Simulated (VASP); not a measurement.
Mg: single point with LDA

Mg:

```
Mg
1.0
     5.61198    0.00000    0.00000
     0.00000    5.61198    0.00000
     0.00000    0.00000    5.61198
Mg
8
Direct
  0.00000 0.00000 0.00000
  0.50000 0.50000 0.50000
  0.25000 0.00000 0.50000
  0.75000 0.00000 0.50000
  0.50000 0.25000 0.00000
  0.50000 0.75000 0.00000
  0.00000 0.50000 0.25000
  0.00000 0.50000 0.75000
```

```
Program                : VASP 6.6.1
Task                   : single point
Functional             : LDA
Potentials or basis    : VASP PAW LDA potentials, release 64 (Mg)
Cutoff                 : 520 eV
k mesh                 : 6 × 6 × 6
Occupations            : fermi-dirac, width 0.1 eV
Spin                   : no spin polarisation
Dipole correction      : no
Further INCAR settings : ALGO = Normal; EDIFF = 1e-07; NBANDS = 18
```

| Quantity | Value |
| --- | --- |
| Pressure | -0.3 GPa |
| Band gap on the k mesh | zero (bands 8 and 9 overlap by 2.67 eV) |

Levels at points of the mesh, in eV from the Fermi level:
| k point | band 6 | band 7 | band 8 | band 9 | band 10 | band 11 |
| --- | --- | --- | --- | --- | --- | --- |
| (0.00, 0.00, 0.00) | -2.27 | -2.27 | 1.63 | 1.63 | 1.66 | 1.66 |
| (0.50, 0.00, 0.00) | -1.27 | -1.08 | -1.08 | -1.04 | -1.04 | 2.71 |
| (0.50, 0.50, 0.00) | -0.26 | -0.26 | -0.09 | -0.08 | 0.13 | 0.13 |
| (0.50, 0.50, 0.50) | -3.47 | -3.45 | -3.45 | 4.87 | 4.87 | 4.87 |

It took 63 s on 1 thread of Intel Xeon 8259CL, with other jobs on the host, peak memory 0.23 GiB.
